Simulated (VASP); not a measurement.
# TiTe2 (P-3m1) in VASP: further runs

TiTe2 is run at these levels: PBE; tasks: single point.

Program: VASP 6.6.1. These are calculated values, not measurements. Logs are shortened: lines on timing, memory, paths and dates and some standing lists are left out, and cuts for length are marked.

## Step 1: The cell of the first run

Symmetry: P-3m1, No. 164, trigonal system. Conventional cell: a = 3.777 Å, b = 3.777 Å, c = 6.173 Å, α = 90.00°, β = 90.00°, γ = 120.00°. Within 3.6 Å of Ti (site symmetry -3m) lie 6 Te at 2.72 Å. Te (site symmetry 3m) has 3 Ti at 2.72 Å and 12 Te at 3.65 to 3.91 Å within 4.0 Å.

## Step 2: Single point, PBE (strain +0.000 along x and y, -0.050 along z)

File INCAR:

```
SYSTEM = TiTe2
PREC     = Accurate       ! precision mode
ENCUT    = 520            ! plane-wave cutoff, eV
EDIFF    = 1E-7           ! SCF threshold, eV
ISMEAR   = 0              ! smearing method
SIGMA    = 0.15           ! smearing width, eV
LREAL    = .False.        ! projectors in reciprocal space
LASPH    = .True.         ! aspherical terms in the spheres
NELM     = 80             ! most SCF steps
ALGO     = Normal         ! electronic algorithm
ISIF     = 2              ! what is computed and relaxed
LWAVE    = .False.        ! write WAVECAR
LCHARG   = .False.        ! write CHGCAR
GGA      = PE             ! functional
NBANDS   = 19             ! bands
```

File KPOINTS:

```
regular mesh
0
Gamma
  12 12 8
  0 0 0
```

File POSCAR:

```
TiTe2
1.0
    3.7770008876      0.0000000000      0.0000000000
   -1.8885004438      3.2709787188      0.0000000000
    0.0000000000      0.0000000000      6.1731000000
Ti Te
1 2
Direct
    0.0000000000      0.0000000000      0.0000000000
    0.6666666667      0.3333333333      0.2628000000
    0.3333333333      0.6666666667      0.7372000000
```

Potentials or basis: VASP PAW PBE potentials, release 64 (Ti_sv, Te).

On the command line:

```
cat potpaw_PBE.64/Ti_sv/POTCAR potpaw_PBE.64/Te/POTCAR > POTCAR
mpirun -np 1 vasp_std > vasp.out
```

OUTCAR:

```text
SYSTEM = TiTe2
   PREC = Accurate
   ENCUT = 520
   EDIFF = 1E-7
   ISMEAR = 0
   LREAL = .False.
   LASPH = .True.
   NELM = 80
   ISIF = 2
   GGA = PE

 ion  position               nearest neighbor table
   1  0.000  0.000  0.000-   2 2.72   3 2.72   2 2.72   3 2.72   2 2.72   3 2.72
   2  0.667  0.333  0.263-   1 2.72   1 2.72   1 2.72   3 3.65   3 3.65   3 3.65
   3  0.333  0.667  0.737-   1 2.72   1 2.72   1 2.72   2 3.65   2 3.65   2 3.65

  LATTYP: Found a hexagonal cell.
 ALAT       =     3.7770008876
 C/A-ratio  =     1.6343919908

  Lattice vectors:

 A1 = (   3.7770008876,   0.0000000000,   0.0000000000)
 A2 = (  -1.8885004438,   3.2709787188,   0.0000000000)
 A3 = (   0.0000000000,   0.0000000000,   6.1731000000)

Analysis of symmetry for initial positions (statically):
=====================================================================
 Subroutine PRICEL returns:
 Original cell was already a primitive cell.

 Routine SETGRP: Setting up the symmetry group for a
 hexagonal supercell.

 Subroutine GETGRP returns: Found 12 space group operations
 (whereof 12 operations were pure point group operations)
 out of a pool of 24 trial point group operations.

The static configuration has the point symmetry D_3d.

Analysis of symmetry for dynamics (positions and initial velocities):
=====================================================================
 Subroutine PRICEL returns:
 Original cell was already a primitive cell.

 Routine SETGRP: Setting up the symmetry group for a
 hexagonal supercell.

 Subroutine GETGRP returns: Found 12 space group operations
 (whereof 12 operations were pure point group operations)
 out of a pool of 24 trial point group operations.

The dynamic configuration has the point symmetry D_3d.

 Subroutine INISYM returns: Found 12 space group operations
 (whereof 12 operations are pure point group operations),
 and found     1 'primitive' translations

----------------------------------------------------------------------------------------

                                     Primitive cell

  volume of cell :      76.2655

  direct lattice vectors                    reciprocal lattice vectors
     3.777000888  0.000000000  0.000000000     0.264760330  0.152859448  0.000000000
    -1.888500444  3.270978719  0.000000000     0.000000000  0.305718895  0.000000000
     0.000000000  0.000000000  6.173100000     0.000000000  0.000000000  0.161993164

  length of vectors
     3.777000888  3.777000888  6.173100000     0.305718895  0.305718895  0.161993164

  position of ions in fractional coordinates (direct lattice)
     0.000000000  0.000000000  0.000000000
     0.666666667  0.333333333  0.262800000
     0.333333333  0.666666667  0.737200000

  ion indices of the primitive-cell ions
   primitive index   ion index
                 1           1
                 2           2
                 3           3

----------------------------------------------------------------------------------------

 KPOINTS: regular mesh

Automatic generation of k-mesh.
 Grid dimensions read from file:
 generate k-points for:   12   12    8

 Generating k-lattice:

  Cartesian coordinates                     Fractional coordinates (reciprocal lattice)
     0.022063361  0.012738287  0.000000000     0.083333333  0.000000000  0.000000000
     0.000000000  0.025476575  0.000000000     0.000000000  0.083333333  0.000000000
     0.000000000  0.000000000  0.020249145     0.000000000  0.000000000  0.125000000

  Length of vectors
     0.025476575  0.025476575  0.020249145

  Shift w.r.t. Gamma in fractional coordinates (k-lattice)
     0.000000000  0.000000000  0.000000000

 Subroutine IBZKPT returns following result:
 ===========================================

 Found    131 irreducible k-points:

 Following reciprocal coordinates:
            Coordinates               Weight
  0.000000  0.000000  0.000000      1.000000
  0.083333  0.000000  0.000000      6.000000
  0.166667 -0.000000  0.000000      6.000000
  0.250000 -0.000000  0.000000      6.000000
  0.333333  0.000000  0.000000      6.000000
  0.416667 -0.000000  0.000000      6.000000
[... 16 lines left out ...]
  0.166667 -0.000000  0.125000      6.000000
  0.000000  0.166667  0.125000      6.000000
 [... further k-points ...]
   k-points           NKPTS =    131   k-points in BZ     NKDIM =    131   number of bands    NBANDS=     19
   number of dos      NEDOS =    301   number of ions     NIONS =      3
   total plane-waves  NPLWV =  37632
   dimension x,y,z NGX =    28 NGY =   28 NGZ =   48
   dimension x,y,z NGXF=    56 NGYF=   56 NGZF=   96
   ions per type =               1   2
   NGX,Y,Z   is equivalent  to a cutoff of  12.32, 12.32, 12.93 a.u.
   NGXF,Y,Z  is equivalent  to a cutoff of  24.65, 24.65, 25.85 a.u.
 SYSTEM =  TiTe2
   PREC   = accura    normal or accurate (medium, high low for compatibility)
   ISTART =      0    job   : 0-new  1-cont  2-samecut
   ICHARG =      2    charge: 1-file 2-atom 10-const
   ISPIN  =      1    spin polarized calculation?
   LNONCOLLINEAR =      F non collinear calculations
   LSORBIT =      F    spin-orbit coupling
   LASPH  =      T    aspherical Exc in radial PAW
   ENCUT  =  520.0 eV  38.22 Ry    6.18 a.u.   7.02  7.02 11.48*2*pi/ulx,y,z
   NELM   =     80;   NELMIN=  2; NELMDL= -5     # of ELM steps
   EDIFF  = 0.1E-06   stopping-criterion for ELM
   LREAL  =      F    real-space projection
   EDIFFG = 0.1E-05   stopping-criterion for IOM
   NSW    =      0    number of steps for IOM
   IBRION =     -1    ionic relax: 0-MD 1-quasi-New 2-CG
   NFREE  =      0    steps in history (QN), initial steepest desc. (CG)
   ISIF   =      2    stress and relaxation
   ISYM   =      2    0-nonsym 1-usesym 2-fastsym
   POTIM  = 0.5000    time-step for ionic-motion
   TEBEG  =    0.0;   TEEND  =   0.0 temperature during run
   PSTRESS=    0.0 pullay stress
   NELECT =      24.0000    total number of electrons
   NUPDOWN=      -1.0000    fix difference up-down
   EMIN   =  10.00;   EMAX   =-10.00  energy-range for DOS
   EFERMI =   0.00;   METHOD = LEGACY
   ISMEAR =     0;   SIGMA  =   0.15  broadening in eV -4-tet -1-fermi 0-gaus
   EFERMI_NEDOS =   21; number of points for ismear=-14 and -15
   IALGO  =     38    algorithm
   IMIX   =      4    mixing-type and parameters
     AMIX     =   0.40;   BMIX     =  1.00
     AMIX_MAG =   1.60;   BMIX_MAG =  1.00
  volume/ion in A,a.u.               =      25.42       171.55
  Fermi-wavevector in a.u.,A,eV,Ry     =   1.113532  2.104270 16.870579  1.239953
  Thomas-Fermi vector in A             =   2.250117
   LORBIT       =      0    0 simple, 1 ext, 2 COOP (PROOUT), +10 PAW based schemes
   GGA     = PE    functional components
   LHFCALC =     F    Hartree Fock is set to
   AEXX    =    0.0000 exact exchange contribution
   IVDW    =     0    specifies the selected vdW correction
   LEPSILON=     F    determine dielectric tensor
   LRPA    =     F    only Hartree local field effects (RPA)
 non-spin polarized calculation
 Gauss-broadening in eV      SIGMA  =   0.15
  energy-cutoff  :      520.00
  volume of cell :       76.27
 maximum number of plane-waves:      2072
   NGX = 13   NGY = 13   NGZ = 23

 number of electron      23.9999998 magnetization

 Free energy of the ion-electron system (eV)
  ---------------------------------------------------
  ext. energy  EPLUGINS =         0.00000000
  ---------------------------------------------------
  free energy    TOTEN  =       -16.10168551 eV

  energy without entropy =      -16.08566691  energy(sigma->0) =      -16.09367621

 E-fermi :   7.4924     XC(G=0): -10.0964

 val. band max:        7.4809770027   @ k =   0.0000   0.4167   0.3750
 cond. band min:       7.5099974873   @ k =   0.4167  -0.0000   0.1250
 fundamental gap:      0.0290204847
 Fermi energy:         7.4924113101

 k-point     1 :       0.0000    0.0000    0.0000
  band No.  band energies     occupation
      1     -49.9474      2.00000
      2     -26.2233      2.00000
      3     -26.2233      2.00000
      4     -26.1825      2.00000
      5      -5.2601      2.00000
      6      -3.3782      2.00000
[... 11 lines left out ...]
     18      12.2598      0.00000
     19      13.9128      0.00000

 k-point     2 :       0.0833    0.0000    0.0000
  band No.  band energies     occupation
      1     -49.9472      2.00000
      2     -26.2264      2.00000
      3     -26.2240      2.00000
      4     -26.1818      2.00000
      5      -5.1808      2.00000
      6      -3.3456      2.00000
[... 11 lines left out ...]
     18      12.8545      0.00000
     19      14.3471      0.00000

 k-point     3 :       0.1667   -0.0000    0.0000
  band No.  band energies     occupation
      1     -49.9466      2.00000
      2     -26.2349      2.00000
      3     -26.2259      2.00000
      4     -26.1797      2.00000
      5      -4.9493      2.00000
      6      -3.2561      2.00000
[... 11 lines left out ...]
     18      13.3456      0.00000
     19      14.9160      0.00000

 k-point     4 :       0.2500   -0.0000    0.0000
  band No.  band energies     occupation
      1     -49.9458      2.00000
      2     -26.2464      2.00000
      3     -26.2284      2.00000
      4     -26.1769      2.00000
      5      -4.5871      2.00000
      6      -3.1378      2.00000
[... 11 lines left out ...]
     18      13.1149      0.00000
     19      14.2535      0.00000

 k-point     5 :       0.3333    0.0000    0.0000
  band No.  band energies     occupation
      1     -49.9449      2.00000
      2     -26.2579      2.00000
      3     -26.2310      2.00000
      4     -26.1741      2.00000
      5      -4.1376      2.00000
      6      -3.0432      2.00000
[... 11 lines left out ...]
     18      13.0059      0.00000
     19      13.6056      0.00000

 k-point     6 :       0.4167   -0.0000    0.0000
  band No.  band energies     occupation
      1     -49.9443      2.00000
      2     -26.2663      2.00000
      3     -26.2329      2.00000
      4     -26.1720      2.00000
      5      -3.6811      2.00000
      6      -3.0467      2.00000
[... 11 lines left out ...]
     18      12.9857      0.00000
     19      13.2282      0.00000

 k-point     7 :       0.5000   -0.0000    0.0000
  band No.  band energies     occupation
      1     -49.9441      2.00000
      2     -26.2693      2.00000
      3     -26.2336      2.00000
      4     -26.1713      2.00000
      5      -3.4055      2.00000
      6      -3.1414      2.00000
[... 11 lines left out ...]
     18      12.9540      0.00000
     19      13.0758      0.00000

 k-point     8 :       0.0833    0.0833    0.0000
  band No.  band energies     occupation
      1     -49.9468      2.00000
      2     -26.2320      2.00000
      3     -26.2254      2.00000
      4     -26.1804      2.00000
      5      -5.0254      2.00000
      6      -3.2844      2.00000
[... 256 lines left out ...]
 k-point    20 :       0.0000    0.0000    0.1250
  band No.  band energies     occupation
      1     -49.9474      2.00000
      2     -26.2233      2.00000
      3     -26.2233      2.00000
      4     -26.1825      2.00000
      5      -5.2111      2.00000
      6      -3.4891      2.00000
[... 11 lines left out ...]
     18      12.3157      0.00000
     19      14.1954      0.00000

 k-point    21 :       0.0833    0.0000    0.1250
  band No.  band energies     occupation
      1     -49.9472      2.00000
      2     -26.2264      2.00000
      3     -26.2240      2.00000
      4     -26.1818      2.00000
      5      -5.1327      2.00000
      6      -3.4517      2.00000
[... 11 lines left out ...]
     18      12.8833      0.00000
     19      14.5782      0.00000

 k-point    22 :       0.0000    0.0833    0.1250
  band No.  band energies     occupation
      1     -49.9472      2.00000
      2     -26.2264      2.00000
      3     -26.2240      2.00000
      4     -26.1818      2.00000
      5      -5.1321      2.00000
      6      -3.4531      2.00000
[... 11 lines left out ...]
     18      12.8995      0.00000
     19      14.5585      0.00000

 k-point    23 :       0.1667   -0.0000    0.1250
  band No.  band energies     occupation
      1     -49.9466      2.00000
      2     -26.2349      2.00000
      3     -26.2259      2.00000
      4     -26.1797      2.00000
      5      -4.9054      2.00000
      6      -3.3454      2.00000
[... 11 lines left out ...]
     18      13.1849      0.00000
     19      14.5116      0.00000

 k-point    24 :       0.0000    0.1667    0.1250
  band No.  band energies     occupation
      1     -49.9466      2.00000
      2     -26.2349      2.00000
      3     -26.2259      2.00000
      4     -26.1797      2.00000
      5      -4.9007      2.00000
      6      -3.3565      2.00000
[... 11 lines left out ...]
     18      13.5551      0.00000
     19      14.5613      0.00000

 [... further k-points ...]

------------------------ aborting loop because EDIFF is reached ----------------------------------------

  FORCE on cell =-STRESS in cart. coord.  units (eV):
  Direction    XX          YY          ZZ          XY          YZ          ZX
  --------------------------------------------------------------------------------------
  -------------------------------------------------------------------------------------
  Total        1.7320287      1.7320287      3.5043385      0.0000000      0.0000000      0.0000000
  in kB       36.3862713     36.3862713     73.6187638      0.0000000      0.0000000      0.0000000
  external PRESSURE =      48.7971021 kB  Pullay stress =       0.0000000 kB

 VOLUME and BASIS-vectors are now :
 -----------------------------------------------------------------------------
  energy-cutoff  :      520.00
  volume of cell :       76.27
      direct lattice vectors                 reciprocal lattice vectors
     3.777000888  0.000000000  0.000000000     0.264760330  0.152859448  0.000000000
    -1.888500444  3.270978719  0.000000000     0.000000000  0.305718895  0.000000000
     0.000000000  0.000000000  6.173100000     0.000000000  0.000000000  0.161993164

 POSITION                                       TOTAL-FORCE (eV/Angst)
 -----------------------------------------------------------------------------------
      0.00000      0.00000      0.00000        -0.000000      0.000000      0.000000
      1.88850      1.09033      1.62229         0.000000      0.000000      0.663626
     -0.00000      2.18065      4.55081        -0.000000     -0.000000     -0.663626
 -----------------------------------------------------------------------------------
    total drift:                                0.000000     -0.000000     -0.000000

  FREE ENERGIE OF THE ION-ELECTRON SYSTEM (eV)
  ---------------------------------------------------
  free  energy   TOTEN  =       -16.1016855126 eV

  energy  without entropy=      -16.0856669098  energy(sigma->0) =      -16.09367621
```

Run time: 5.3 min. Hardware: 1 thread of Intel Xeon 8259CL, shared host; peak memory 0.32 GiB.

What came out:

```yaml
Free_energy: -16.1017 eV
Pressure: 4.9 GPa
Largest_force: 0.664 eV/Å
Band_gap_on_the_k_mesh: zero (bands 12 and 13 overlap by 0.72 eV)
```

Forces in eV/Å, atoms in the order of the input:
```
Ti   0.000  0.000  0.000
Te   0.000  0.000  0.664
Te   0.000  0.000 -0.664
```

Stress tensor (GPa, compression positive):
```
3.64 0.00 0.00
0.00 3.64 0.00
0.00 0.00 7.36
```

Caveat: the cell differs from its parent crystal (strain +0.000 along x and y, -0.050 along z); the cell stands under pressure; spin-orbit coupling is left out, which moves the levels of the heavy elements; this functional lacks dispersion, which binds the layers, so the pressure and a relaxed spacing across them are unreliable.

## Step 3: Single point, PBE (strain -0.025 along x and y, +0.000 along z)

File INCAR:

```
SYSTEM = TiTe2
PREC = Accurate
ENCUT = 520
EDIFF = 1E-7
ISMEAR = 0
SIGMA = 0.15
LREAL = .FALSE.
LASPH = .TRUE.
NELM = 60
ALGO = Normal
ISIF = 2
LWAVE = .FALSE.
LCHARG = .FALSE.
GGA = PE
NBANDS = 19
```

File KPOINTS:

```
Automatic mesh
0
G
  12 12 8
  0 0 0
```

File POSCAR:

```
TiTe2
1.0
    3.6825758654      0.0000000000      0.0000000000
   -1.8412879327      3.1892042508      0.0000000000
    0.0000000000      0.0000000000      6.4980000000
Ti Te
1 2
Direct
    0.0000000000      0.0000000000      0.0000000000
    0.6666666667      0.3333333333      0.2628000000
    0.3333333333      0.6666666667      0.7372000000
```

Potentials or basis: VASP PAW PBE potentials, release 64 (Ti_sv, Te).

On the command line:

```
cat potpaw_PBE.64/Ti_sv/POTCAR potpaw_PBE.64/Te/POTCAR > POTCAR
mpirun -np 1 vasp_std > vasp.out
```

Wall time 5.4 min (1 thread of Intel Xeon 8259CL, shared host); peak memory 0.32 GiB.

It converged, with:

```
Free energy            : -16.1510 eV
Pressure               : 4.5 GPa
Largest force          : 0.398 eV/Å
Band gap on the k mesh : zero (bands 12 and 13 overlap by 0.83 eV)
```

Forces on the atoms (eV/Å):
```
Ti   0.000  0.000  0.000
Te   0.000  0.000  0.398
Te   0.000  0.000 -0.398
```

Stress tensor (GPa, compression positive):
```
4.42 0.00 0.00
0.00 4.42 0.00
0.00 0.00 4.52
```

Levels at points of the mesh, in eV from the Fermi level:
```csv
k point,band 10,band 11,band 12,band 13,band 14,band 15
"(0.00, 0.00, 0.00)",0.26,0.44,0.44,0.47,1.31,1.31
"(0.50, 0.00, 0.00)",-2.54,-1.79,-1.05,-0.03,1.30,1.66
"(0.00, 0.00, 0.50)",-1.57,0.43,0.43,0.99,0.99,1.08
"(0.50, 0.00, 0.50)",-2.06,-1.06,-0.52,-0.39,1.29,1.65
```

Caveat: the cell differs from its parent crystal (strain -0.025 along x and y, +0.000 along z); the cell stands under pressure; spin-orbit coupling is left out, which moves the levels of the heavy elements; this functional lacks dispersion, which binds the layers, so the pressure and a relaxed spacing across them are unreliable.
